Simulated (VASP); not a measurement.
Wanted: the native input for a VASP 6.6.1 run.

| Item | Value |
| --- | --- |
| Task | single point |
| Functional | PBE |
| Potentials or basis | VASP PAW PBE potentials, release 64 (Ta_pv, N) |
| Cutoff | 600 eV |
| k mesh | 4 × 4 × 4 |
| Occupations | methfessel-paxton, width 0.05 eV |
| Spin | no spin polarisation |
| Dipole correction | no |
| Further INCAR settings | ALGO = Normal; EDIFF = 1e-06; NBANDS = 15 |

The structure of TaN lies in POSCAR:

```
TaN
1.0
    0.0000000000      2.1790000000      2.1790000000
    2.1790000000      0.0000000000      2.1790000000
    2.1790000000      2.1790000000      0.0000000000
Ta N
1 1
Direct
    0.5000000000      0.5000000000      0.5000000000
    0.0000000000      0.0000000000      0.0000000000
```

The input as run:

INCAR

```
SYSTEM = TaN
ALGO = Normal
EDIFF = 1E-6
ENCUT = 600
GGA = PE
GGA_COMPAT = .FALSE.
ISIF = 2
ISMEAR = 1
LASPH = .TRUE.
LCHARG = .FALSE.
LREAL = .FALSE.
LWAVE = .FALSE.
NBANDS = 15
NELM = 120
PREC = Accurate
SIGMA = 0.05
```

KPOINTS

```
k-points
0
G
  4 4 4
  0 0 0
```

Potentials or basis: VASP PAW PBE potentials, release 64 (Ta_pv, N).

Run with:

```bash
$ cat potpaw_PBE.64/Ta_pv/POTCAR potpaw_PBE.64/N/POTCAR > POTCAR
$ mpirun -np 1 vasp_std > vasp.out
```

It gave:

```json
{
  "Pressure": "16.6 GPa",
  "Band gap on the k mesh": "zero (band 8 reaches 11.88 eV, above the bottom of band 9 at 7.71 eV)"
}
```

Caveat: the k points lie up to 0.62 Å⁻¹ apart; spin-orbit coupling is left out, which moves the levels of the heavy elements.

Wall time 7.5 s on 1 thread of AMD EPYC 7R13, on a shared host, peak memory 0.13 GiB.
